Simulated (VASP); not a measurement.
# LiCl (zincblende type) (F-43m) in VASP: notebook

LiCl (zincblende type) is run at these levels: PBE; tasks: single point, relaxation of cell and atoms.

All numbers are computed with VASP 6.6.1; they aren't measurements. Logs are shortened: lines on timing, memory, paths and dates and some standing lists are left out, and cuts for length are marked.

## 1. The cell of the first run

Symmetry: F-43m, No. 216, cubic system. The conventional cell has a = 5.516 Å, b = 5.516 Å, c = 5.516 Å, α = 90.00°, β = 90.00°, γ = 90.00°. Li (site symmetry -43m) has 4 Cl at 2.39 Å within 3.2 Å. Cl (site symmetry -43m) has 4 Li at 2.39 Å within 3.2 Å.

## 2. Single point, PBE

INCAR reads:

```
SYSTEM = LiCl
  PREC = Accurate
  ENCUT = 520
  EDIFF = 1E-7
  ISMEAR = -1
  SIGMA = 0.05
  LREAL = .FALSE.
  LASPH = .TRUE.
  NELM = 60
  ALGO = Normal
  ISIF = 2
  LWAVE = .FALSE.
  LCHARG = .TRUE.
  GGA = PE
  LELF = .TRUE.
  LVHAR = .TRUE.
  NBANDS = 12
```

KPOINTS reads:

```
regular mesh
0
G
  11 11 11
  0 0 0
```

POSCAR reads:

```
LiCl
1.0
    0.0000000000      2.7578323199      2.7578323199
    2.7578323199      0.0000000000      2.7578323199
    2.7578323199      2.7578323199      0.0000000000
Li Cl
1 1
Direct
    0.0000000000      0.0000000000      0.0000000000
    0.2500000000      0.2500000000      0.2500000000
```

Potentials or basis: VASP PAW PBE potentials, release 64 (Li_sv, Cl).

The run is started by

```sh
$ cat potpaw_PBE.64/Li_sv/POTCAR potpaw_PBE.64/Cl/POTCAR > POTCAR
$ mpirun -np 1 vasp_std > vasp.out
```

OUTCAR:

```text
SYSTEM = LiCl
   PREC = Accurate
   ENCUT = 520
   EDIFF = 1E-7
   ISMEAR = -1
   LREAL = .FALSE.
   LASPH = .TRUE.
   NELM = 60
   ISIF = 2
   GGA = PE

 ion  position               nearest neighbor table
   1  0.000  0.000  0.000-   2 2.39   2 2.39   2 2.39   2 2.39
   2  0.250  0.250  0.250-   1 2.39   1 2.39   1 2.39   1 2.39

  LATTYP: Found a face centered cubic cell.
 ALAT       =     5.5156646398

  Lattice vectors:

 A1 = (   0.0000000000,   2.7578323199,   2.7578323199)
 A2 = (   2.7578323199,   0.0000000000,   2.7578323199)
 A3 = (   2.7578323199,   2.7578323199,   0.0000000000)

Analysis of symmetry for initial positions (statically):
=====================================================================
 Subroutine PRICEL returns:
 Original cell was already a primitive cell.

 Routine SETGRP: Setting up the symmetry group for a
 face centered cubic supercell.

 Subroutine GETGRP returns: Found 24 space group operations
 (whereof 24 operations were pure point group operations)
 out of a pool of 48 trial point group operations.

The static configuration has the point symmetry T_d .

Analysis of symmetry for dynamics (positions and initial velocities):
=====================================================================
 Subroutine PRICEL returns:
 Original cell was already a primitive cell.

 Routine SETGRP: Setting up the symmetry group for a
 face centered cubic supercell.

 Subroutine GETGRP returns: Found 24 space group operations
 (whereof 24 operations were pure point group operations)
 out of a pool of 48 trial point group operations.

The dynamic configuration has the point symmetry T_d .

 Subroutine INISYM returns: Found 24 space group operations
 (whereof 24 operations are pure point group operations),
 and found     1 'primitive' translations

----------------------------------------------------------------------------------------

                                     Primitive cell

  volume of cell :      41.9502

  direct lattice vectors                    reciprocal lattice vectors
     0.000000000  2.757832320  2.757832320    -0.181301813  0.181301813  0.181301813
     2.757832320  0.000000000  2.757832320     0.181301813 -0.181301813  0.181301813
     2.757832320  2.757832320  0.000000000     0.181301813  0.181301813 -0.181301813

  length of vectors
     3.900163870  3.900163870  3.900163870     0.314023952  0.314023952  0.314023952

[... 87 lines left out ...]
   ISYM   =      2    0-nonsym 1-usesym 2-fastsym
   POTIM  = 0.5000    time-step for ionic-motion
   TEBEG  =    0.0;   TEEND  =   0.0 temperature during run
   PSTRESS=    0.0 pullay stress
   NELECT =      10.0000    total number of electrons
   NUPDOWN=      -1.0000    fix difference up-down
   EMIN   =  10.00;   EMAX   =-10.00  energy-range for DOS
   EFERMI =   0.00;   METHOD = LEGACY
   ISMEAR =    -1;   SIGMA  =   0.05  broadening in eV -4-tet -1-fermi 0-gaus
   EFERMI_NEDOS =   21; number of points for ismear=-14 and -15
   IALGO  =     38    algorithm
   IMIX   =      4    mixing-type and parameters
     AMIX     =   0.40;   BMIX     =  1.00
     AMIX_MAG =   1.60;   BMIX_MAG =  1.00
  volume/ion in A,a.u.               =      20.98       141.55
  Fermi-wavevector in a.u.,A,eV,Ry     =   1.015072  1.918209 14.019059  1.030372
  Thomas-Fermi vector in A             =   2.148337
   LORBIT       =      0    0 simple, 1 ext, 2 COOP (PROOUT), +10 PAW based schemes
   GGA     = PE    functional components
   LHFCALC =     F    Hartree Fock is set to
   AEXX    =    0.0000 exact exchange contribution
   IVDW    =     0    specifies the selected vdW correction
   LEPSILON=     F    determine dielectric tensor
   LRPA    =     F    only Hartree local field effects (RPA)
 non-spin polarized calculation
  energy-cutoff  :      520.00
  volume of cell :       41.95
 maximum number of plane-waves:      1143
 NGX is ok and might be reduce to    30
   NGX = 15   NGY = 15   NGZ = 15

 number of electron      10.0000008 magnetization

 Free energy of the ion-electron system (eV)
  ---------------------------------------------------
  ext. energy  EPLUGINS =         0.00000000
  ---------------------------------------------------
  free energy    TOTEN  =        -7.42760431 eV

  energy without entropy =       -7.42760431  energy(sigma->0) =       -7.42760431

 E-fermi :  -0.2614     XC(G=0):  -7.6205

 val. band max:       -1.2942452037   @ k =   0.0000   0.0000   0.0000
 cond. band min:       4.6674123903   @ k =   0.0000   0.0000   0.0000
 fundamental gap:      5.9616575940
 Fermi energy:        -0.2613825975

 k-point     1 :       0.0000    0.0000    0.0000
  band No.  band energies     occupation
      1     -44.1985      2.00000
      2     -13.9695      2.00000
      3      -1.2942      2.00000
      4      -1.2942      2.00000
      5      -1.2942      2.00000
      6       4.6674      0.00000
      7       8.8489      0.00000
      8       8.8489      0.00000
      9       8.8489      0.00000
     10      13.1631      0.00000
     11      13.1631      0.00000
     12      16.2569      0.00000
[... 331 lines left out ...]
 k-point    24 :      -0.1818    0.1818    0.0000
  band No.  band energies     occupation
      1     -44.1975      2.00000
      2     -13.7910      2.00000
      3      -2.4607      2.00000
      4      -1.8028      2.00000
      5      -1.4304      2.00000
      6       6.3894      0.00000
      7       8.8386      0.00000
      8       9.3201      0.00000
      9       9.5350      0.00000
     10      11.4669      0.00000
     11      13.5775      0.00000
     12      16.1161      0.00000

 [... further k-points ...]

------------------------ aborting loop because EDIFF is reached ----------------------------------------

  FORCE on cell =-STRESS in cart. coord.  units (eV):
  Direction    XX          YY          ZZ          XY          YZ          ZX
  --------------------------------------------------------------------------------------
  -------------------------------------------------------------------------------------
  Total       -0.0210716     -0.0210716     -0.0210716      0.0000000      0.0000000      0.0000000
  in kB       -0.8047745     -0.8047745     -0.8047745      0.0000000      0.0000000      0.0000000
  external PRESSURE =      -0.8047745 kB  Pullay stress =       0.0000000 kB

 VOLUME and BASIS-vectors are now :
 -----------------------------------------------------------------------------
  energy-cutoff  :      520.00
  volume of cell :       41.95
      direct lattice vectors                 reciprocal lattice vectors
     0.000000000  2.757832320  2.757832320    -0.181301813  0.181301813  0.181301813
     2.757832320  0.000000000  2.757832320     0.181301813 -0.181301813  0.181301813
     2.757832320  2.757832320  0.000000000     0.181301813  0.181301813 -0.181301813

 POSITION                                       TOTAL-FORCE (eV/Angst)
 -----------------------------------------------------------------------------------
      0.00000      0.00000      0.00000        -0.000000     -0.000000     -0.000000
      1.37892      1.37892      1.37892         0.000000      0.000000      0.000000
 -----------------------------------------------------------------------------------
    total drift:                               -0.000000     -0.000000     -0.000000

  FREE ENERGIE OF THE ION-ELECTRON SYSTEM (eV)
  ---------------------------------------------------
  free  energy   TOTEN  =        -7.4276043058 eV

  energy  without entropy=       -7.4276043057  energy(sigma->0) =       -7.42760431
```

Wall time 24 s (1 thread of Intel Xeon Platinum 8375C at 2.90GHz (Ice Lake), shared host); peak memory 0.17 GiB.

What came out:

```yaml
Free_energy: -7.4276 eV
Band_gap_on_the_k_mesh: 5.96 eV, direct
```

Levels at points of the mesh, in eV from the valence-band top:
```tsv
k point	band 2	band 3	band 4	band 5	band 6	band 7	band 8	band 9
(0.00, 0.00, 0.00)	-12.68	0.00	0.00	0.00	5.96	10.14	10.14	10.14
```

Caveat: the cutoff is under 1.25 times the usual one of these potentials, so pressure, stress and relaxed cells hold a basis-set (Pulay) error. A k mesh can miss the band edges.

## 3. Relaxation of cell and atoms, PBE

This run uses another cell than the first one, of 18.20 Å³/atom, 0.868 times its volume.

INCAR reads:

```
SYSTEM = LiCl
ALGO     = Normal         ! electronic algorithm
EDIFF    = 1E-7           ! SCF threshold, eV
EDIFFG   = -0.005         ! ionic threshold
ENCUT    = 600            ! plane-wave cutoff, eV
GGA      = PE             ! functional
IBRION   = 2              ! ionic algorithm
ISIF     = 3              ! what is computed and relaxed
ISMEAR   = -1             ! smearing method
LASPH    = .True.         ! aspherical terms in the spheres
LCHARG   = .False.        ! write CHGCAR
LREAL    = .False.        ! projectors in reciprocal space
LWAVE    = .False.        ! write WAVECAR
NELM     = 80             ! most SCF steps
NSW      = 100            ! ionic steps
PREC     = Accurate       ! precision mode
SIGMA    = 0.05           ! smearing width, eV
```

KPOINTS reads:

```
k-points
0
Gamma
  11 11 11
  0 0 0
```

POSCAR reads:

```
LiCl
1.0
    0.0000000000      2.6306304567      2.6306304567
    2.6306304567      0.0000000000      2.6306304567
    2.6306304567      2.6306304567      0.0000000000
Li Cl
1 1
Direct
    0.0000000000      0.0000000000      0.0000000000
    0.2500000000      0.2500000000      0.2500000000
```

Potentials or basis: VASP PAW PBE potentials, release 64 (Li_sv, Cl).

The run is started by

```sh
$ cat potpaw_PBE.64/Li_sv/POTCAR potpaw_PBE.64/Cl/POTCAR > POTCAR
$ mpirun -np 1 vasp_std > vasp.out
```

OUTCAR:

```text
SYSTEM = LiCl
   EDIFF = 1E-7
   EDIFFG = -0.005
   ENCUT = 600
   GGA = PE
   IBRION = 2
   ISIF = 3
   ISMEAR = -1
   LASPH = .True.
   LREAL = .False.
   NELM = 80
   NSW = 100
   PREC = Accurate

 ion  position               nearest neighbor table
   1  0.000  0.000  0.000-   2 2.28   2 2.28   2 2.28   2 2.28
   2  0.250  0.250  0.250-   1 2.28   1 2.28   1 2.28   1 2.28

  LATTYP: Found a face centered cubic cell.
 ALAT       =     5.2612609134

  Lattice vectors:

 A1 = (   0.0000000000,   2.6306304567,   2.6306304567)
 A2 = (   2.6306304567,   0.0000000000,   2.6306304567)
 A3 = (   2.6306304567,   2.6306304567,   0.0000000000)

Analysis of symmetry for initial positions (statically):
=====================================================================
 Subroutine PRICEL returns:
 Original cell was already a primitive cell.

 Routine SETGRP: Setting up the symmetry group for a
 face centered cubic supercell.

 Subroutine GETGRP returns: Found 24 space group operations
 (whereof 24 operations were pure point group operations)
 out of a pool of 48 trial point group operations.

The static configuration has the point symmetry T_d .

Analysis of symmetry for dynamics (positions and initial velocities):
=====================================================================
 Subroutine PRICEL returns:
 Original cell was already a primitive cell.

 Routine SETGRP: Setting up the symmetry group for a
 face centered cubic supercell.

 Subroutine GETGRP returns: Found 24 space group operations
 (whereof 24 operations were pure point group operations)
 out of a pool of 48 trial point group operations.

The dynamic configuration has the point symmetry T_d .

 Subroutine INISYM returns: Found 24 space group operations
 (whereof 24 operations are pure point group operations),
 and found     1 'primitive' translations

----------------------------------------------------------------------------------------

                                     Primitive cell

  volume of cell :      36.4091

  direct lattice vectors                    reciprocal lattice vectors
     0.000000000  2.630630457  2.630630457    -0.190068506  0.190068506  0.190068506
[... 118 lines left out ...]
 non-spin polarized calculation
  energy-cutoff  :      600.00
  volume of cell :       36.41
 maximum number of plane-waves:      1243
 NGX is ok and might be reduce to    30
   NGX = 15   NGY = 15   NGZ = 15

--------------------------------------- Ionic step        1  -------------------------------------------

 number of electron      10.0000000 magnetization

 Free energy of the ion-electron system (eV)
  ---------------------------------------------------
  ext. energy  EPLUGINS =         0.00000000
  ---------------------------------------------------
  free energy    TOTEN  =        -7.35645189 eV

  energy without entropy =       -7.35645189  energy(sigma->0) =       -7.35645189

------------------------ aborting loop because EDIFF is reached ----------------------------------------

  FORCE on cell =-STRESS in cart. coord.  units (eV):
  Direction    XX          YY          ZZ          XY          YZ          ZX
  --------------------------------------------------------------------------------------
  -------------------------------------------------------------------------------------
  Total        1.0364388      1.0364388      1.0364388      0.0000000      0.0000000      0.0000000
  in kB       45.6083871     45.6083871     45.6083871      0.0000000      0.0000000      0.0000000
  external PRESSURE =      45.6083871 kB  Pullay stress =       0.0000000 kB
[... 23 lines left out ...]
--------------------------------------- Ionic step        2  -------------------------------------------

 number of electron       9.9999994 magnetization

 E-fermi :   0.1595     XC(G=0):  -7.8916

 val. band max:       -0.9000831814   @ k =   0.0000   0.0000   0.0000
 cond. band min:       5.2995360234   @ k =   0.0000   0.0000   0.0000
 fundamental gap:      6.1996192048
 Fermi energy:         0.1595210554

 k-point     1 :       0.0000    0.0000    0.0000
  band No.  band energies     occupation
      1     -43.6496      2.00000
      2     -13.7275      2.00000
      3      -0.9001      2.00000
      4      -0.9001      2.00000
      5      -0.9001      2.00000
      6       5.2995      0.00000
      7       9.3287      0.00000
      8       9.3287      0.00000
      9       9.3287      0.00000
[... 383 lines left out ...]
--------------------------------------- Ionic step        5  -------------------------------------------

 number of electron      10.0000007 magnetization

 Free energy of the ion-electron system (eV)
  ---------------------------------------------------
  ext. energy  EPLUGINS =         0.00000000
  ---------------------------------------------------
  free energy    TOTEN  =        -7.42512174 eV

  energy without entropy =       -7.42512174  energy(sigma->0) =       -7.42512174

 E-fermi :  -0.1770     XC(G=0):  -7.6330

 val. band max:       -1.2770454335   @ k =   0.0000   0.0000   0.0000
 cond. band min:       4.6949724584   @ k =   0.0000   0.0000   0.0000
 fundamental gap:      5.9720178918
 Fermi energy:        -0.1769501693

 k-point     1 :       0.0000    0.0000    0.0000
  band No.  band energies     occupation
      1     -44.1725      2.00000
      2     -13.9587      2.00000
      3      -1.2770      2.00000
      4      -1.2770      2.00000
      5      -1.2770      2.00000
      6       4.6950      0.00000
      7       8.8705      0.00000
      8       8.8705      0.00000
      9       8.8705      0.00000
[... 305 lines left out ...]
  FREE ENERGIE OF THE ION-ELECTRON SYSTEM (eV)
  ---------------------------------------------------
  free  energy   TOTEN  =        -7.4251217441 eV

  energy  without entropy=       -7.4251217441  energy(sigma->0) =       -7.42512174

 reached required accuracy - stopping structural energy minimisation
```

Run time: 59 s. Hardware: 1 thread of Intel Xeon Platinum 8375C at 2.90GHz (Ice Lake), shared host; peak memory 0.18 GiB.

What came out:

```
Free energy                            : -7.4251 eV
Relaxed volume                         : 20.91 Å³/atom
Relaxed cell                           : a = 3.896 Å, b = 3.896 Å, c = 3.896 Å, α = 60.00°, β = 60.00°, γ = 60.00°
Space group after relaxing (to 0.05 Å) : F-43m (No. 216)
Energy gained by relaxing              : 34.3 meV/atom
Ionic steps                            : 5
Pressure after relaxing                : 0.0 GPa
Band gap on the k mesh                 : 5.97 eV, direct
```

Step by step:
| step | energy change (eV) | largest force (eV/Å) | pressure (GPa) | volume (Å³) |
| --- | --- | --- | --- | --- |
| 1 | 0.0000 | 0.0000 | 4.56 | 36.41 |
| 2 | -0.0544 | 0.0000 | 1.83 | 39.21 |
| 3 | -0.0667 | 0.0000 | -0.58 | 42.91 |
| 4 | -0.0687 | 0.0000 | -0.05 | 41.93 |
| 5 | -0.0687 | 0.0000 | 0.02 | 41.82 |

Final structure:
```
Li Cl
1.0
     0.00000    2.75496    2.75496
     2.75496    0.00000    2.75496
     2.75496    2.75496    0.00000
Li Cl
1 1
Direct
  0.00000 0.00000 0.00000
  0.25000 0.25000 0.25000
```

Caveat: the cutoff is under 1.25 times the usual one of these potentials, so pressure, stress and relaxed cells hold a basis-set (Pulay) error. A k mesh can miss the band edges.
